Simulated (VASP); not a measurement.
# ZrSi2: single point with PBE

Crystal: ZrSi2.

```
Zr Si
1.0
    -8.92020    0.65196    0.43712
    -1.56341   -7.03887    0.05586
    -4.91476    0.38682    6.75287
Zr Si
8 16
Direct
  0.18483 0.84058 0.60468
  0.46058 0.85540 0.03702
  0.94801 0.20140 0.97852
  0.01882 0.04485 0.30771
  0.61787 0.92274 0.33907
  0.50947 0.56659 0.66855
  0.82638 0.54472 0.78922
  0.46966 0.45083 0.31296
  0.01824 0.81776 0.03669
  0.73472 0.82331 0.59392
  0.62731 0.14894 0.72782
  0.30575 0.13823 0.31612
  0.68571 0.25406 0.41167
  0.30838 0.17762 0.59785
  0.95330 0.17426 0.64763
  0.62352 0.18843 0.01635
  0.33911 0.93836 0.80555
  0.12842 0.67332 0.36691
  0.81758 0.88221 0.92567
  0.40928 0.49175 0.03957
  0.16970 0.48383 0.75044
  0.80629 0.55545 0.21229
  0.14205 0.38100 0.06438
  0.91510 0.43300 0.43452
```

```yaml
Program: VASP 6.6.1
Task: single point
Functional: PBE
Potentials_or_basis: VASP PAW PBE potentials, release 64 (Zr_sv, Si)
Cutoff: 520 eV
k_mesh: 5 × 5 × 5
Occupations: gaussian, width 0.1 eV
Spin: no spin polarisation
Dipole_correction: no
Further_INCAR_settings: LREAL = Auto; ALGO = Normal; EDIFF = 1e-06; NBANDS = 98
```

The pressure is 0.0 GPa, the largest force is 0.081 eV/Å and the band gap on the k mesh is zero (bands 80 and 81 overlap by 0.14 eV).

Forces in eV/Å, atoms in the order of the input:
```
Zr  -0.035  0.019  0.028
Zr  -0.020 -0.048 -0.005
Zr   0.041  0.011 -0.004
Zr  -0.038  0.001 -0.060
Zr   0.012  0.049 -0.015
Zr   0.006  0.031 -0.061
Zr  -0.002  0.009  0.014
Zr  -0.012 -0.052 -0.062
Si   0.066  0.036  0.026
Si   0.019  0.014  0.031
Si  -0.032 -0.018  0.063
Si   0.027 -0.013 -0.009
Si   0.004 -0.013  0.046
Si  -0.004  0.001  0.022
Si   0.001  0.018 -0.010
Si   0.016  0.023 -0.062
Si   0.002 -0.007  0.021
Si  -0.013  0.014 -0.010
Si  -0.005 -0.039  0.014
Si   0.014  0.004  0.011
Si  -0.019 -0.003  0.007
Si  -0.026 -0.048 -0.022
Si  -0.017  0.026 -0.015
Si   0.011 -0.014  0.053
```

Stress tensor (GPa, compression positive):
```
-0.07 -0.06  0.03
-0.06 -0.02 -0.09
 0.03 -0.09  0.17
```

Levels at points of the mesh, in eV from the Fermi level:
| k point | band 78 | band 79 | band 80 | band 81 | band 82 | band 83 |
| --- | --- | --- | --- | --- | --- | --- |
| (0.00, 0.00, 0.00) | -0.58 | -0.37 | -0.05 | 0.10 | 0.29 | 0.37 |

Wall time 12 min on 1 × NVIDIA H100 80GB with 1 thread of AMD EPYC 7R13 Processor (Zen 3) (shared host), peak memory 2.5 GiB.
